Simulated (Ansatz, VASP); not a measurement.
# AlN in VASP and in Ansatz

Contents of INCAR:

```
  PREC = Accurate
  ENCUT = 600
  EDIFF = 1E-6
  ISMEAR = 0
  SIGMA = 0.01
  LREAL = F
  LASPH = T
  NELM = 120
  ALGO = Normal
  ISIF = 2
  LWAVE = F
  LCHARG = F
  GGA = PE
  NBANDS = 11
  GGA_COMPAT = F
```

File KPOINTS:

```
Automatic mesh
0
Gamma
  9 9 9
```

File POSCAR:

```
AlN
1.0
    0.0000000000      2.1839935600      2.1839935600
    2.1839935600      0.0000000000      2.1839935600
    2.1839935600      2.1839935600      0.0000000000
Al N
1 1
Direct
    0.0000000000      0.0000000000      0.0000000000
    0.7500000000      0.7500000000      0.7500000000
```

Input for Ansatz:

```yaml
crystal:
  lattice:
    - [0.0, 2.18399356, 2.18399356]
    - [2.18399356, 0.0, 2.18399356]
    - [2.18399356, 2.18399356, 0.0]
  atoms:
    - { symbol: Al, position: [0.0, 0.0, 0.0] }
    - { symbol: "N", position: [0.75, 0.75, 0.75] }
kpoints:
  mp_grid:
    grid: [9, 9, 9]
    shift: [0.0, 0.0, 0.0]
hamiltonian:
  pseudopotentials:
    kind: paw
scf:
  occupations:
    method: fixed
output:
  optics:
    de: 0.05
    nscf_kmesh:
      grid: [10, 10, 10]
```

Alike in both runs: task single point; functional PBE; k mesh 9 × 9 × 9; no spin polarisation.

|  | VASP | Ansatz |
| --- | --- | --- |
| version | VASP 6.6.1 | Ansatz 0.2.0 |
| potentials or method | VASP PAW PBE potentials, release 64 (Al, N) | plane waves, PAW |
| plane-wave cutoff (eV) | 600 | 420 |
| occupations | gaussian, width 0.01 eV | fixed |
| valence electrons in the cell | 8 | 8 |

VASP gave:

| Quantity | Value |
| --- | --- |
| gap on the k mesh at the Fermi level (eV) | 3.50 |

Estimate Ansatz's values.

gap on the k mesh at the Fermi level (eV): 3.51.
